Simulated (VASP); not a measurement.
# YSi31 (a cell with a defect) in VASP: single point with PBEsol

Aim: the single point of YSi31 (a cell with a defect) with PBEsol.

Program: VASP 6.6.1. These are calculated values, not measurements. Logs are shortened: lines on timing, memory, paths and dates and some standing lists are left out, and cuts for length are marked.

## 1. The cell of the first run

The cell holds a defect, 64 atoms: a = 10.866 Å, b = 10.866 Å, c = 10.866 Å, α = 90.00°, β = 90.00°, γ = 90.00°.

## 2. Single point, PBEsol

Input file INCAR:

```
SYSTEM = YSi31
PREC = Accurate ; ENCUT = 400
EDIFF = 1E-6 ; ISMEAR = -1
SIGMA = 0.05 ; LREAL = Auto
LASPH = .TRUE. ; NELM = 120
ALGO = Normal ; ISIF = 2
LWAVE = .FALSE. ; LCHARG = .FALSE.
GGA = PS ; NBANDS = 173
ISYM = 0 ; GGA_COMPAT = .FALSE.
```

Input file KPOINTS:

```
Automatic mesh
0
Gamma
  1 1 1
  0.25 0.25 0.25
```

Input file POSCAR:

```
YSi31
1.0
   10.8655790000      0.0000000000      0.0000000000
    0.0000000000     10.8655790000      0.0000000000
    0.0000000000      0.0000000000     10.8655790000
Si Y
62 2
Direct
    0.0056190000      0.0050700000      0.0049170000
    0.0056130000      0.9878260000      0.5025890000
    0.0032510000      0.4891650000      0.0060860000
    0.0136310000      0.5103380000      0.5131300000
    0.5054370000      0.9989560000      0.9939050000
    0.5041820000      0.0009750000      0.4991600000
    0.5047760000      0.4991840000      0.9976430000
    0.1306800000      0.1303300000      0.1298280000
    0.1231520000      0.1217280000      0.6254270000
    0.1274800000      0.6217390000      0.1235570000
    0.6265810000      0.1233070000      0.1238260000
    0.6271630000      0.1336590000      0.6182910000
    0.6365550000      0.6256540000      0.1152050000
    0.6163990000      0.6116980000      0.6112720000
    0.2571280000      0.2452580000      0.9966500000
    0.2490670000      0.2446140000      0.4989350000
    0.2538140000      0.7433150000      0.9965530000
    0.2952050000      0.7394150000      0.4653690000
    0.7539130000      0.2481750000      0.0017680000
    0.7526310000      0.2531700000      0.4911010000
    0.7656310000      0.7518940000      0.9866080000
    0.7471960000      0.7397080000      0.4970850000
    0.3814600000      0.3708090000      0.1224680000
    0.2967470000      0.3136490000      0.7048970000
    0.3721010000      0.8819550000      0.1161550000
    0.3825200000      0.8681040000      0.6203930000
    0.8733020000      0.3721030000      0.1347650000
    0.8792350000      0.3760780000      0.6187070000
    0.8818360000      0.8741260000      0.1247960000
    0.8615840000      0.8752160000      0.6232170000
    0.2520000000      0.0000550000      0.2526680000
    0.2525040000      0.9952760000      0.7434310000
    0.2584020000      0.5005560000      0.2453220000
    0.2249300000      0.5210710000      0.7457930000
    0.7560330000      0.0007130000      0.2474970000
    0.7445590000      0.0084020000      0.7484300000
    0.7436860000      0.4983830000      0.2558990000
    0.7460660000      0.4969750000      0.7392460000
    0.3805410000      0.1257680000      0.3740600000
    0.3818790000      0.1226410000      0.8673180000
    0.4164830000      0.6207470000      0.3366770000
    0.3780510000      0.6182400000      0.8696520000
    0.8828180000      0.1211970000      0.3756260000
    0.8772950000      0.1238360000      0.8758130000
    0.8796920000      0.6164860000      0.3771320000
    0.8821560000      0.5995630000      0.8693290000
    0.0077060000      0.2530080000      0.2573400000
    0.9982280000      0.2494400000      0.7485940000
    0.0013530000      0.7434750000      0.2499120000
    0.9378620000      0.7937170000      0.8095440000
    0.5084510000      0.2511840000      0.2511020000
    0.5040630000      0.2571800000      0.7448700000
    0.5172610000      0.7686420000      0.2252760000
    0.5076330000      0.7429570000      0.7459920000
    0.1310540000      0.3841620000      0.3809030000
    0.1294570000      0.3689960000      0.8735050000
    0.1335920000      0.8623700000      0.3747980000
    0.1284180000      0.8762520000      0.8803940000
    0.6105340000      0.3855060000      0.3885980000
    0.6312630000      0.3745250000      0.8754660000
    0.6319850000      0.8770780000      0.3742890000
    0.6279200000      0.8732010000      0.8702790000
    0.4029050000      0.4778000000      0.5388010000
    0.1090530000      0.7260970000      0.6298730000
```

Potentials or basis: VASP PAW PBE potentials, release 64 (Si, Y_sv).

Command:

```
cat potpaw_PBE.64/Si/POTCAR potpaw_PBE.64/Y_sv/POTCAR > POTCAR
mpirun -np 1 vasp_std > vasp.out
```

OUTCAR:

```text
SYSTEM = YSi31
   PREC = Accurate
   ENCUT = 400
   EDIFF = 1E-6
   ISMEAR = -1
   LREAL = Auto
   LASPH = .TRUE.
   NELM = 120
   ISIF = 2
   GGA = PS
   ISYM = 0

 ion  position               nearest neighbor table
   1  0.006  0.005  0.005-  29 2.35   8 2.35  58 2.36  44 2.36
   2  0.006  0.988  0.503-   9 2.35  30 2.38  57 2.39  43 2.40  64 3.36
   3  0.003  0.489  0.006-  46 2.32  10 2.35  27 2.36  56 2.38
   4  0.014  0.510  0.513-  55 2.36  28 2.36  45 2.37  64 2.86
   5  0.505  0.999  0.994-  62 2.33  25 2.34  40 2.35  11 2.36
   6  0.504  0.001  0.499-  39 2.34  12 2.35  26 2.36  61 2.36
   7  0.505  0.499  0.998-  60 2.34  42 2.35  13 2.36  23 2.36
   8  0.131  0.130  0.130-  47 2.34  31 2.35   1 2.35  15 2.35
   9  0.123  0.122  0.625-  32 2.35   2 2.35  16 2.35  48 2.36  24 2.94
  10  0.127  0.622  0.124-  33 2.35  49 2.35   3 2.35  17 2.35
  11  0.627  0.123  0.124-  51 2.34  19 2.35   5 2.36  35 2.36
  12  0.627  0.134  0.618-  20 2.34  36 2.34  52 2.34   6 2.35
  13  0.637  0.626  0.115-  53 2.35   7 2.36  37 2.37  21 2.41
  14  0.616  0.612  0.611-  38 2.34  22 2.34  54 2.36  63 2.85
  15  0.257  0.245  0.997-  56 2.35   8 2.35  23 2.36  40 2.36
  16  0.249  0.245  0.499-   9 2.35  39 2.36  55 2.36  24 2.42  63 3.07
  17  0.254  0.743  0.997-  10 2.35  58 2.35  42 2.36  25 2.37
  18  0.295  0.739  0.465-  41 2.31  26 2.39  57 2.42  64 2.70  63 3.18
  19  0.754  0.248  0.002-  44 2.34  11 2.35  60 2.35  27 2.36
  20  0.753  0.253  0.491-  12 2.34  28 2.37  43 2.37  59 2.39
  21  0.766  0.752  0.987-  62 2.36  29 2.37  13 2.41  46 2.44  50 2.72
  22  0.747  0.740  0.497-  14 2.34  45 2.36  61 2.36  30 2.36
  23  0.381  0.371  0.122-  51 2.36  15 2.36  33 2.36   7 2.36
  24  0.297  0.314  0.705-  52 2.37  16 2.42  34 2.43  56 2.65  63 2.79  40 2.88   9 2.94
  25  0.372  0.882  0.116-  53 2.33   5 2.34  31 2.36  17 2.37
  26  0.383  0.868  0.620-  54 2.36   6 2.36  32 2.39  18 2.39  64 3.35
  27  0.873  0.372  0.135-   3 2.36  47 2.36  19 2.36  37 2.37
  28  0.879  0.376  0.619-  38 2.35  48 2.36   4 2.36  20 2.37
  29  0.882  0.874  0.125-   1 2.35  35 2.35  49 2.36  21 2.37
  30  0.862  0.875  0.623-  36 2.36  50 2.36  22 2.36   2 2.38  64 3.14
  31  0.252  0.000  0.253-   8 2.35  25 2.36  39 2.36  57 2.38
  32  0.253  0.995  0.743-   9 2.35  26 2.39  40 2.39  58 2.39  64 3.54
  33  0.258  0.501  0.245-  10 2.35  23 2.36  41 2.38  55 2.38  63 3.56
  34  0.225  0.521  0.746-  42 2.39  56 2.39  24 2.43  64 2.85  63 3.00
  35  0.756  0.001  0.247-  61 2.35  29 2.35  43 2.36  11 2.36
  36  0.745  0.008  0.748-  12 2.34  62 2.35  30 2.36  44 2.36
  37  0.744  0.498  0.256-  45 2.36  27 2.37  13 2.37  59 2.38
  38  0.746  0.497  0.739-  46 2.33  14 2.34  60 2.35  28 2.35
  39  0.381  0.126  0.374-   6 2.34  16 2.36  31 2.36  51 2.36
  40  0.382  0.123  0.867-   5 2.35  15 2.36  52 2.38  32 2.39  24 2.88
  41  0.416  0.621  0.337-  53 2.29  18 2.31  33 2.38  63 2.69
[... 6 lines left out ...]
  48  0.998  0.249  0.749-  44 2.35  28 2.36   9 2.36  56 2.36
  49  0.001  0.743  0.250-  10 2.35  29 2.36  45 2.36  57 2.36
  50  0.938  0.794  0.810-  46 2.29  30 2.36  58 2.38  21 2.72  64 2.79
  51  0.508  0.251  0.251-  11 2.34  23 2.36  39 2.36  59 2.36
  52  0.504  0.257  0.745-  12 2.34  60 2.36  24 2.37  40 2.38  63 3.46
  53  0.517  0.769  0.225-  41 2.29  25 2.33  13 2.35  61 2.36
  54  0.508  0.743  0.746-  62 2.35  26 2.36  14 2.36  42 2.37
  55  0.131  0.384  0.381-   4 2.36  16 2.36  47 2.37  33 2.38  63 3.56
  56  0.129  0.369  0.874-  15 2.35  48 2.36   3 2.38  34 2.39  24 2.65
  57  0.134  0.862  0.375-  49 2.36  31 2.38   2 2.39  18 2.42  64 3.15
  58  0.128  0.876  0.880-  17 2.35   1 2.36  50 2.38  32 2.39  64 3.18
  59  0.611  0.386  0.389-  51 2.36  37 2.38  20 2.39  63 2.96
  60  0.631  0.375  0.875-   7 2.34  38 2.35  19 2.35  52 2.36
  61  0.632  0.877  0.374-  35 2.35  53 2.36  22 2.36   6 2.36
  62  0.628  0.873  0.870-   5 2.33  36 2.35  54 2.35  21 2.36
  63  0.403  0.478  0.539-  41 2.69  24 2.79  14 2.85  59 2.96  34 3.00  16 3.07  18 3.18  52 3.46
                            33 3.56  55 3.56  64 4.30
  64  0.109  0.726  0.630-  18 2.70  50 2.79  34 2.85   4 2.86  30 3.14  57 3.15  58 3.18  26 3.35
                             2 3.36  32 3.54  63 4.30

IMPORTANT INFORMATION: All symmetrisations will be switched off!
NOSYMM: (Re-)initialisation of all symmetry stuff for point group C_1.

----------------------------------------------------------------------------------------

                                     Primitive cell

  volume of cell :    1282.7990

  direct lattice vectors                    reciprocal lattice vectors
[... 159 lines left out ...]
     0.250000000  0.250000000  0.250000000

 Subroutine IBZKPT returns following result:
 ===========================================

 Found      4 irreducible k-points:

 Following reciprocal coordinates:
            Coordinates               Weight
  0.250000  0.250000  0.250000      2.000000
 -0.250000  0.250000  0.250000      2.000000
 -0.250000 -0.250000  0.250000      2.000000
  0.250000 -0.250000  0.250000      2.000000
   k-points           NKPTS =      4   k-points in BZ     NKDIM =      4   number of bands    NBANDS=    173
   number of dos      NEDOS =    301   number of ions     NIONS =     64
   total plane-waves  NPLWV = 373248
   dimension x,y,z NGX =    72 NGY =   72 NGZ =   72
   dimension x,y,z NGXF=   144 NGYF=  144 NGZF=  144
   ions per type =              62   2
   NGX,Y,Z   is equivalent  to a cutoff of  11.02, 11.02, 11.02 a.u.
   NGXF,Y,Z  is equivalent  to a cutoff of  22.03, 22.03, 22.03 a.u.
 SYSTEM =  YSi31
   PREC   = accura    normal or accurate (medium, high low for compatibility)
   ISTART =      0    job   : 0-new  1-cont  2-samecut
   ICHARG =      2    charge: 1-file 2-atom 10-const
   ISPIN  =      1    spin polarized calculation?
   LNONCOLLINEAR =      F non collinear calculations
   LSORBIT =      F    spin-orbit coupling
   LASPH  =      T    aspherical Exc in radial PAW
   ENCUT  =  400.0 eV  29.40 Ry    5.42 a.u.  17.72 17.72 17.72*2*pi/ulx,y,z
   NELM   =    120;   NELMIN=  2; NELMDL= -5     # of ELM steps
   EDIFF  = 0.1E-05   stopping-criterion for ELM
   LREAL  =      T    real-space projection
   EDIFFG = 0.1E-04   stopping-criterion for IOM
   NSW    =      0    number of steps for IOM
   IBRION =     -1    ionic relax: 0-MD 1-quasi-New 2-CG
   NFREE  =      0    steps in history (QN), initial steepest desc. (CG)
   ISIF   =      2    stress and relaxation
   ISYM   =      0    0-nonsym 1-usesym 2-fastsym
   POTIM  = 0.5000    time-step for ionic-motion
   TEBEG  =    0.0;   TEEND  =   0.0 temperature during run
   PSTRESS=    0.0 pullay stress
   NELECT =     270.0000    total number of electrons
   NUPDOWN=      -1.0000    fix difference up-down
   EMIN   =  10.00;   EMAX   =-10.00  energy-range for DOS
   EFERMI =   0.00;   METHOD = LEGACY
   ISMEAR =    -1;   SIGMA  =   0.05  broadening in eV -4-tet -1-fermi 0-gaus
   EFERMI_NEDOS =   21; number of points for ismear=-14 and -15
   IALGO  =     38    algorithm
   IMIX   =      4    mixing-type and parameters
     AMIX     =   0.40;   BMIX     =  1.00
     AMIX_MAG =   1.60;   BMIX_MAG =  1.00
  volume/ion in A,a.u.               =      20.04       135.26
  Fermi-wavevector in a.u.,A,eV,Ry     =   0.973815  1.840244 12.902623  0.948316
  Thomas-Fermi vector in A             =   2.104225
   LORBIT       =      0    0 simple, 1 ext, 2 COOP (PROOUT), +10 PAW based schemes
   GGA     = PS    functional components
   LHFCALC =     F    Hartree Fock is set to
   AEXX    =    0.0000 exact exchange contribution
   IVDW    =     0    specifies the selected vdW correction
   LEPSILON=     F    determine dielectric tensor
   LRPA    =     F    only Hartree local field effects (RPA)
 non-spin polarized calculation
  energy-cutoff  :      400.00
  volume of cell :     1282.80
 maximum number of plane-waves:     23294
 NGX is ok and might be reduce to    70
   NGX = 35   NGY = 35   NGZ = 35

 number of electron     269.9999996 magnetization

 Free energy of the ion-electron system (eV)
  ---------------------------------------------------
  ext. energy  EPLUGINS =         0.00000000
  ---------------------------------------------------
  free energy    TOTEN  =      -366.62849635 eV

  energy without entropy =     -366.54784729  energy(sigma->0) =     -366.58817182

 E-fermi :   5.8691     XC(G=0):  -9.6494

 val. band max:        5.8396899314   @ k =   0.2500   0.2500   0.2500
 cond. band min:       5.8992783980   @ k =  -0.2500   0.2500   0.2500
 fundamental gap:      0.0595884666
 Fermi energy:         5.8690987336

 k-point     1 :       0.2500    0.2500    0.2500
  band No.  band energies     occupation
      1     -36.6893      2.00000
      2     -36.4774      2.00000
      3     -16.8259      2.00000
      4     -16.8074      2.00000
      5     -16.7157      2.00000
      6     -16.6479      2.00000
[... 589 lines left out ...]
    146       7.3379      0.00000
    147       7.3632      0.00000
 [bands above 147 left out]

------------------------ aborting loop because EDIFF is reached ----------------------------------------

  FORCE on cell =-STRESS in cart. coord.  units (eV):
  Direction    XX          YY          ZZ          XY          YZ          ZX
  --------------------------------------------------------------------------------------
  -------------------------------------------------------------------------------------
  Total       -1.3250016     -1.5865994      2.5781666      1.4907144     -1.0314760     -1.5434996
  in kB       -1.6548870     -1.9816149      3.2200524      1.8618573     -1.2882824     -1.9277845
  external PRESSURE =      -0.1388165 kB  Pullay stress =       0.0000000 kB

 VOLUME and BASIS-vectors are now :
 -----------------------------------------------------------------------------
  energy-cutoff  :      400.00
  volume of cell :     1282.80
      direct lattice vectors                 reciprocal lattice vectors
    10.865579000  0.000000000  0.000000000     0.092033752  0.000000000  0.000000000
     0.000000000 10.865579000  0.000000000     0.000000000  0.092033752  0.000000000
     0.000000000  0.000000000 10.865579000     0.000000000  0.000000000  0.092033752

 POSITION                                       TOTAL-FORCE (eV/Angst)
 -----------------------------------------------------------------------------------
      0.06105      0.05509      0.05343        -0.018355     -0.011862      0.003311
      0.06099     10.73330      5.46092        -0.172829      0.061751     -0.120064
      0.03532      5.31506      0.06613         0.033567     -0.053924      0.142478
      0.14811      5.54512      5.57545        -0.087051     -0.012189     -0.066052
      5.49187     10.85424     10.79935        -0.121867      0.021457      0.164914
      5.47823      0.01059      5.42366         0.018984      0.034369      0.025763
[... 56 lines left out ...]
      4.37780      5.19157      5.85438        -0.202954      0.065047      0.001933
      1.18492      7.88946      6.84393         0.001933      0.046412      0.031254
 -----------------------------------------------------------------------------------
    total drift:                               -0.001814     -0.002111      0.003630

  FREE ENERGIE OF THE ION-ELECTRON SYSTEM (eV)
  ---------------------------------------------------
  free  energy   TOTEN  =      -366.6284963543 eV

  energy  without entropy=     -366.5478472858  energy(sigma->0) =     -366.58817182
```

Wall time 13 min (1 thread of Intel Xeon Platinum 8375C at 2.90GHz (Ice Lake), shared host); peak memory 0.94 GiB.

Results:

```
Free energy            : -366.6285 eV
Pressure               : 0.0 GPa
Largest force          : 0.282 eV/Å
Band gap on the k mesh : 0.06 eV
```

Forces in eV/Å, atoms in the order of the input:
```
Si  -0.018 -0.012  0.003
Si  -0.173  0.062 -0.120
Si   0.034 -0.054  0.142
Si  -0.087 -0.012 -0.066
Si  -0.122  0.021  0.165
Si   0.019  0.034  0.026
Si   0.015  0.017  0.111
Si   0.007 -0.041 -0.067
Si   0.008 -0.061 -0.039
Si  -0.080  0.026 -0.020
Si   0.067 -0.064 -0.048
Si  -0.112 -0.038  0.009
Si   0.029  0.182 -0.041
Si  -0.025  0.040  0.086
Si   0.096  0.016  0.086
Si  -0.031  0.013  0.040
Si   0.098  0.101  0.058
Si  -0.034 -0.055  0.055
Si  -0.004  0.049  0.048
Si   0.100  0.071 -0.023
Si   0.038 -0.244  0.069
Si   0.022  0.046 -0.010
Si  -0.048 -0.040 -0.040
Si   0.071 -0.010 -0.058
Si   0.057 -0.142 -0.045
Si  -0.044 -0.038 -0.071
Si  -0.023  0.037 -0.053
Si  -0.035 -0.088 -0.073
Si   0.009 -0.065 -0.096
Si   0.023 -0.021 -0.023
Si   0.016  0.008  0.064
Si   0.030  0.004  0.042
Si   0.140 -0.064  0.057
Si   0.174 -0.164  0.150
Si   0.049  0.021  0.052
Si   0.085 -0.052  0.033
Si  -0.016  0.002 -0.007
Si   0.097 -0.056  0.098
Si   0.003 -0.086 -0.075
Si  -0.029  0.071 -0.065
Si   0.103  0.073 -0.096
Si  -0.036  0.064 -0.094
Si  -0.025 -0.040  0.068
Si   0.013 -0.067 -0.050
Si  -0.042  0.022 -0.039
Si  -0.104  0.166  0.025
Si  -0.037  0.064 -0.041
Si   0.048  0.011  0.003
Si   0.052  0.047  0.060
Si   0.046  0.227  0.101
Si  -0.103  0.048  0.054
Si   0.017  0.078  0.067
Si   0.068 -0.206  0.048
Si  -0.058  0.014  0.066
Si  -0.033  0.028  0.007
Si  -0.072  0.111 -0.010
Si   0.068 -0.028 -0.069
Si  -0.041  0.018 -0.116
Si   0.003  0.007 -0.089
Si  -0.067 -0.031 -0.119
Si  -0.054 -0.049 -0.107
Si   0.053 -0.083 -0.054
Y   -0.203  0.065  0.002
Y    0.002  0.046  0.031
```

Stress tensor (GPa, compression positive):
```
-0.17  0.19 -0.19
 0.19 -0.20 -0.13
-0.19 -0.13  0.32
```

Caveat: the PAW data sets were made with another functional, which shifts forces and pressure a little.
